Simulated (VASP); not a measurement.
Sb2As:

```
Sb As
1.0
     0.00000    3.34596    3.34596
     3.34596    0.00000    3.34596
     3.34596    3.34596    0.00000
Sb As
2 1
Direct
  0.25000 0.25000 0.25000
  0.75000 0.75000 0.75000
  0.00000 0.00000 0.00000
```

```yaml
Program: VASP 6.6.1
Task: relaxation of cell and atoms
Functional: PBE
Potentials_or_basis: VASP PAW PBE potentials, release 64 (Sb, As)
Cutoff: 600 eV
k_mesh: 4 × 4 × 4
Occupations: gaussian, width 0.1 eV
Spin: no spin polarisation
```

At the start: pressure 9.1 GPa; volume 24.97 Å³/atom.

Q: How do energy, volume and symmetry change on relaxing?

A: Over 3 steps the energy falls by 85.8 meV/atom and the volume is 28.39 Å³/atom (+13.7 %); space group Fm-3m (No. 225, to 0.1 Å) before and after.

The path:
```csv
step,energy change (eV),largest force (eV/Å),pressure (GPa),volume (Å³)
1,0.0000,0.0000,9.07,74.92
2,-0.1941,0.0000,-3.12,91.32
3,-0.2575,0.0000,0.03,85.16
```

Final structure:
```cif
data_structure
_symmetry_space_group_name_H-M 'P 1'
_symmetry_Int_Tables_number 1
_cell_length_a 4.9383
_cell_length_b 4.9383
_cell_length_c 4.9383
_cell_angle_alpha 60.000
_cell_angle_beta 60.000
_cell_angle_gamma 60.000
_cell_volume 85.16
loop_
_atom_site_label
_atom_site_type_symbol
_atom_site_fract_x
_atom_site_fract_y
_atom_site_fract_z
_atom_site_occupancy
Sb1 Sb 0.25000 0.25000 0.25000 1
Sb2 Sb 0.75000 0.75000 0.75000 1
As1 As 0.00000 0.00000 0.00000 1
```

Caveat: the k points lie up to 0.39 Å⁻¹ apart in the final cell, too coarse for converged energies and pressures of a metal; an odd number of electrons without spin polarisation forces a metal; a magnetic or distorted state may lie lower.
